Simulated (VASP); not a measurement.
# Rh (P6_3/mmc) in VASP: single point with r2SCAN

Aim: the single point of Rh with r2SCAN.

Program: VASP 6.6.1. These are calculated values, not measurements. Logs are shortened: lines on timing, memory, paths and dates and some standing lists are left out, and cuts for length are marked.

## (1) The cell of the first run

Symmetry: P6_3/mmc, No. 194, hexagonal system. Conventional cell: a = 2.692 Å, b = 2.692 Å, c = 8.798 Å, α = 90.00°, β = 90.00°, γ = 120.00°. Rh (site symmetry -3m) has 12 Rh at 2.69 Å within 3.5 Å. Within 3.5 Å of Rh (site symmetry -6m2) lie 12 Rh at 2.69 Å.

## (2) Single point, r2SCAN

Contents of POSCAR:

```
Rh
1.0
    2.6917446200      0.0000000000      0.0000000000
   -1.3458723100      2.3311192200      0.0000000000
    0.0000000000      0.0000000000      8.7980701300
Rh
4
Direct
    0.0000000000      0.0000000000      0.0000000000
    0.3333333318      0.6666666710      0.2499999997
    0.0000000000      0.0000000000      0.4999999994
    0.6666666720      0.3333333290      0.7500000003
```

Contents of INCAR.step1:

```
ALGO     = Normal         # electronic algorithm
EDIFF    = 1E-4           # SCF threshold, eV
ENCUT    = 520            # plane-wave cutoff, eV
GGA      = PE             # functional
ISMEAR   = 0              # smearing method
LASPH    = T              # aspherical terms in the spheres
LCHARG   = F              # write CHGCAR
LREAL    = F              # projectors in reciprocal space
LWAVE    = T              # write WAVECAR
NBANDS   = 38             # bands
NELM     = 100            # most SCF steps
PREC     = Accurate       # precision mode
SIGMA    = 0.15           # smearing width, eV
```

Contents of INCAR.step2:

```
ALGO     = Normal         # electronic algorithm
EDIFF    = 1E-6           # SCF threshold, eV
ENCUT    = 520            # plane-wave cutoff, eV
ISIF     = 2              # what is computed and relaxed
ISMEAR   = 0              # smearing method
ISTART   = 1            
LASPH    = T              # aspherical terms in the spheres
LCHARG   = F              # write CHGCAR
LMIXTAU  = T            
LREAL    = F              # projectors in reciprocal space
LWAVE    = F              # write WAVECAR
METAGGA  = R2SCAN         # meta-GGA
NBANDS   = 38             # bands
NELM     = 100            # most SCF steps
PREC     = Accurate       # precision mode
SIGMA    = 0.15           # smearing width, eV
```

Contents of KPOINTS:

```
k-points
0
Gamma
  11 11 3
```

Potentials or basis: VASP PAW PBE potentials, release 64 (Rh_pv).

The run is started by

```bash
$ cat potpaw_PBE.64/Rh_pv/POTCAR > POTCAR
$ cp INCAR.step1 INCAR
$ mpirun -np 1 vasp_std > vasp.out
$ cp INCAR.step2 INCAR
$ mpirun -np 1 vasp_std > vasp.out
```

OUTCAR:

```text
EDIFF = 1E-6
   ENCUT = 520
   ISIF = 2
   ISMEAR = 0
   ISTART = 1
   LASPH = T
   LREAL = F
   METAGGA = R2SCAN
   NELM = 100
   PREC = Accurate

 ion  position               nearest neighbor table
   1  0.000  0.000  0.000-   4 2.69   2 2.69   2 2.69   4 2.69   2 2.69   4 2.69
   2  0.333  0.667  0.250-   1 2.69   3 2.69   1 2.69   3 2.69   1 2.69   3 2.69
   3  0.000  0.000  0.500-   2 2.69   4 2.69   2 2.69   2 2.69   4 2.69   4 2.69
   4  0.667  0.333  0.750-   1 2.69   3 2.69   1 2.69   1 2.69   3 2.69   3 2.69

  LATTYP: Found a hexagonal cell.
 ALAT       =     2.6917446200
 C/A-ratio  =     3.2685382055

  Lattice vectors:

 A1 = (   2.6917446200,   0.0000000000,   0.0000000000)
 A2 = (  -1.3458723100,   2.3311192200,   0.0000000000)
 A3 = (   0.0000000000,   0.0000000000,   8.7980701300)

Analysis of symmetry for initial positions (statically):
=====================================================================
 Subroutine PRICEL returns:
 Original cell was already a primitive cell.

 Routine SETGRP: Setting up the symmetry group for a
 hexagonal supercell.

 Subroutine GETGRP returns: Found 24 space group operations
 (whereof 12 operations were pure point group operations)
 out of a pool of 24 trial point group operations.

The static configuration has the point symmetry D_3d.
 The point group associated with its full space group is D_6h.

Analysis of symmetry for dynamics (positions and initial velocities):
=====================================================================
 Subroutine PRICEL returns:
 Original cell was already a primitive cell.

 Routine SETGRP: Setting up the symmetry group for a
 hexagonal supercell.

 Subroutine GETGRP returns: Found 24 space group operations
 (whereof 12 operations were pure point group operations)
 out of a pool of 24 trial point group operations.

The dynamic configuration has the point symmetry D_3d.
 The point group associated with its full space group is D_6h.

 Subroutine INISYM returns: Found 24 space group operations
 (whereof 12 operations are pure point group operations),
 and found     1 'primitive' translations

----------------------------------------------------------------------------------------

                                     Primitive cell

  volume of cell :      55.2059

  direct lattice vectors                    reciprocal lattice vectors
     2.691744620  0.000000000  0.000000000     0.371506269  0.214489244  0.000000000
    -1.345872310  2.331119220  0.000000000     0.000000000  0.428978489  0.000000000
     0.000000000  0.000000000  8.798070130     0.000000000  0.000000000  0.113661290

  length of vectors
     2.691744620  2.691744619  8.798070130     0.428978489  0.428978489  0.113661290

  position of ions in fractional coordinates (direct lattice)
     0.000000000  0.000000000  0.000000000
     0.333333332  0.666666671  0.250000000
     0.000000000  0.000000000  0.499999999
     0.666666672  0.333333329  0.750000000

  ion indices of the primitive-cell ions
   primitive index   ion index
                 1           1
                 2           2
                 3           3
                 4           4

----------------------------------------------------------------------------------------

 KPOINTS: k-points

Automatic generation of k-mesh.
 Grid dimensions read from file:
 generate k-points for:   11   11    3

 Generating k-lattice:

  Cartesian coordinates                     Fractional coordinates (reciprocal lattice)
     0.033773297  0.019499022  0.000000000     0.090909091  0.000000000  0.000000000
     0.000000000  0.038998044  0.000000000     0.000000000  0.090909091  0.000000000
     0.000000000  0.000000000  0.037887097     0.000000000  0.000000000  0.333333333

  Length of vectors
     0.038998044  0.038998044  0.037887097

  Shift w.r.t. Gamma in fractional coordinates (k-lattice)
     0.000000000  0.000000000  0.000000000

 Subroutine IBZKPT returns following result:
 ===========================================

 Found     32 irreducible k-points:

 Following reciprocal coordinates:
            Coordinates               Weight
  0.000000  0.000000  0.000000      1.000000
  0.090909  0.000000  0.000000      6.000000
  0.181818 -0.000000  0.000000      6.000000
  0.272727 -0.000000  0.000000      6.000000
  0.363636 -0.000000  0.000000      6.000000
  0.454545  0.000000  0.000000      6.000000
[... 16 lines left out ...]
  0.090909  0.090909  0.333333     12.000000
  0.181818  0.090909  0.333333     24.000000
 [... further k-points ...]
   k-points           NKPTS =     32   k-points in BZ     NKDIM =     32   number of bands    NBANDS=     38
   number of dos      NEDOS =    301   number of ions     NIONS =      4
   total plane-waves  NPLWV =  28000
   dimension x,y,z NGX =    20 NGY =   20 NGZ =   70
   dimension x,y,z NGXF=    40 NGYF=   40 NGZF=  140
   ions per type =               4
   NGX,Y,Z   is equivalent  to a cutoff of  12.35, 12.35, 13.23 a.u.
   NGXF,Y,Z  is equivalent  to a cutoff of  24.70, 24.70, 26.45 a.u.
 SYSTEM =  unknown system
   PREC   = accura    normal or accurate (medium, high low for compatibility)
   ISTART =      1    job   : 0-new  1-cont  2-samecut
   ICHARG =      0    charge: 1-file 2-atom 10-const
   ISPIN  =      1    spin polarized calculation?
   LNONCOLLINEAR =      F non collinear calculations
   LSORBIT =      F    spin-orbit coupling
   LASPH  =      T    aspherical Exc in radial PAW
   ENCUT  =  520.0 eV  38.22 Ry    6.18 a.u.   5.00  5.00 16.36*2*pi/ulx,y,z
   NELM   =    100;   NELMIN=  2; NELMDL=  0     # of ELM steps
   EDIFF  = 0.1E-05   stopping-criterion for ELM
   LREAL  =      F    real-space projection
   EDIFFG = 0.1E-04   stopping-criterion for IOM
   NSW    =      0    number of steps for IOM
   IBRION =     -1    ionic relax: 0-MD 1-quasi-New 2-CG
   NFREE  =      0    steps in history (QN), initial steepest desc. (CG)
   ISIF   =      2    stress and relaxation
   ISYM   =      2    0-nonsym 1-usesym 2-fastsym
   POTIM  = 0.5000    time-step for ionic-motion
   TEBEG  =    0.0;   TEEND  =   0.0 temperature during run
   PSTRESS=    0.0 pullay stress
   NELECT =      60.0000    total number of electrons
   NUPDOWN=      -1.0000    fix difference up-down
   EMIN   =  10.00;   EMAX   =-10.00  energy-range for DOS
   EFERMI =   0.00;   METHOD = LEGACY
   ISMEAR =     0;   SIGMA  =   0.15  broadening in eV -4-tet -1-fermi 0-gaus
   EFERMI_NEDOS =   21; number of points for ismear=-14 and -15
   IALGO  =     38    algorithm
   IMIX   =      4    mixing-type and parameters
     AMIX     =   0.40;   BMIX     =  1.00
     AMIX_MAG =   1.60;   BMIX_MAG =  1.00
  volume/ion in A,a.u.               =      13.80        93.14
  Fermi-wavevector in a.u.,A,eV,Ry     =   1.683178  3.180745 38.546496  2.833088
  Thomas-Fermi vector in A             =   2.766425
   LORBIT       =      0    0 simple, 1 ext, 2 COOP (PROOUT), +10 PAW based schemes
   METAGGA = R2SCAN    functional components
   LHFCALC =     F    Hartree Fock is set to
   AEXX    =    0.0000 exact exchange contribution
   IVDW    =     0    specifies the selected vdW correction
   LEPSILON=     F    determine dielectric tensor
   LRPA    =     F    only Hartree local field effects (RPA)
 non-spin polarized calculation
 Gauss-broadening in eV      SIGMA  =   0.15
  energy-cutoff  :      520.00
  volume of cell :       55.21
 maximum number of plane-waves:      1513
 NGX is ok and might be reduce to    20
   NGX =  9   NGY =  9   NGZ = 33

 number of electron      59.9999994 magnetization

 Free energy of the ion-electron system (eV)
  ---------------------------------------------------
  ext. energy  EPLUGINS =         0.00000000
  ---------------------------------------------------
  free energy    TOTEN  =       -96.48467407 eV

  energy without entropy =      -96.41771682  energy(sigma->0) =      -96.45119544

 E-fermi :  11.6878     XC(G=0): -15.1774

 val. band max:       11.6842216873   @ k =   0.1818   0.0909   0.3333
 cond. band min:      11.6943292152   @ k =   0.3636   0.2727   0.3333
 fundamental gap:      0.0101075279
 Fermi energy:        11.6877686776

 k-point     1 :       0.0000    0.0000    0.0000
  band No.  band energies     occupation
      1     -36.8889      2.00000
      2     -36.5127      2.00000
      3     -36.5044      2.00000
      4     -36.2112      2.00000
      5     -36.2112      2.00000
      6     -36.1671      2.00000
[... 30 lines left out ...]
     37      20.6681      0.00000
     38      26.8273      0.00000

 k-point     2 :       0.0909    0.0000    0.0000
  band No.  band energies     occupation
      1     -36.8688      2.00000
      2     -36.5177      2.00000
      3     -36.5106      2.00000
      4     -36.2581      2.00000
      5     -36.2262      2.00000
      6     -36.2033      2.00000
[... 30 lines left out ...]
     37      20.6228      0.00000
     38      27.1442      0.00000

 k-point     3 :       0.1818   -0.0000    0.0000
  band No.  band energies     occupation
      1     -36.8123      2.00000
      2     -36.5481      2.00000
      3     -36.5469      2.00000
      4     -36.3788      2.00000
      5     -36.3038      2.00000
      6     -36.2653      2.00000
[... 30 lines left out ...]
     37      20.5303      0.00000
     38      27.5966      0.00000

 k-point     4 :       0.2727   -0.0000    0.0000
  band No.  band energies     occupation
      1     -36.7372      2.00000
      2     -36.6529      2.00000
      3     -36.6229      2.00000
      4     -36.5297      2.00000
      5     -36.4673      2.00000
      6     -36.3257      2.00000
[... 30 lines left out ...]
     37      20.5082      0.00000
     38      25.1174      0.00000
[... 703 lines left out ...]
      4     -36.7459      2.00000
      5     -36.4691      2.00000
      6     -36.4154      2.00000
[... 30 lines left out ...]
     37      21.2361      0.00000
     38      21.3070      0.00000

 k-point    23 :       0.0909    0.0909    0.3333
  band No.  band energies     occupation
      1     -36.7907      2.00000
      2     -36.6820      2.00000
      3     -36.3871      2.00000
      4     -36.3249      2.00000
      5     -36.2933      2.00000
      6     -36.2890      2.00000
[... 30 lines left out ...]
     37      22.1439      0.00000
     38      25.0823      0.00000

 k-point    24 :       0.1818    0.0909    0.3333
  band No.  band energies     occupation
      1     -36.7400      2.00000
      2     -36.6804      2.00000
      3     -36.5108      2.00000
      4     -36.4470      2.00000
      5     -36.4286      2.00000
      6     -36.3756      2.00000
[... 30 lines left out ...]
     37      22.4965      0.00000
     38      25.4983      0.00000

 [... further k-points ...]
[... 5 lines left out ...]
  --------------------------------------------------------------------------------------
  -------------------------------------------------------------------------------------
  Total        0.1906620      0.1906620     -0.3310922      0.0000000      0.0000000      0.0000000
  in kB        5.5333613      5.5333613     -9.6089025      0.0000000      0.0000000      0.0000000
  external PRESSURE =       0.4859400 kB  Pullay stress =       0.0000000 kB

 VOLUME and BASIS-vectors are now :
 -----------------------------------------------------------------------------
  energy-cutoff  :      520.00
  volume of cell :       55.21
      direct lattice vectors                 reciprocal lattice vectors
     2.691744620  0.000000000  0.000000000     0.371506269  0.214489244  0.000000000
    -1.345872310  2.331119220  0.000000000     0.000000000  0.428978489  0.000000000
     0.000000000  0.000000000  8.798070130     0.000000000  0.000000000  0.113661290

 POSITION                                       TOTAL-FORCE (eV/Angst)
 -----------------------------------------------------------------------------------
      0.00000      0.00000      0.00000         0.000000     -0.000000     -0.000000
     -0.00000      1.55408      2.19952         0.000000      0.000000      0.000000
      0.00000      0.00000      4.39904         0.000000     -0.000000     -0.000000
      1.34587      0.77704      6.59855        -0.000000     -0.000000      0.000000
 -----------------------------------------------------------------------------------
    total drift:                               -0.000010     -0.000000      0.000005

  FREE ENERGIE OF THE ION-ELECTRON SYSTEM (eV)
  ---------------------------------------------------
  free  energy   TOTEN  =       -96.4846740720 eV

  energy  without entropy=      -96.4177168156  energy(sigma->0) =      -96.45119544
```

Run time: 3.4 min. Hardware: 1 thread of Intel Xeon Platinum 8375C at 2.90GHz (Ice Lake), shared host; peak memory 0.19 GiB.

Results:

```yaml
Free_energy: -96.4847 eV
Pressure: 0.0 GPa
Band_gap_on_the_k_mesh: zero (band 30 reaches 12.32 eV, above the bottom of band 31 at 10.61 eV)
```

Levels at points of the mesh, in eV from the Fermi level:
| k point | band 27 | band 28 | band 29 | band 30 | band 31 | band 32 |
| --- | --- | --- | --- | --- | --- | --- |
| (0.00, 0.00, 0.00) | -2.70 | -1.52 | -1.52 | -0.90 | -0.90 | -0.38 |

Caveat: the PAW data sets were made with another functional, which shifts forces and pressure a little.
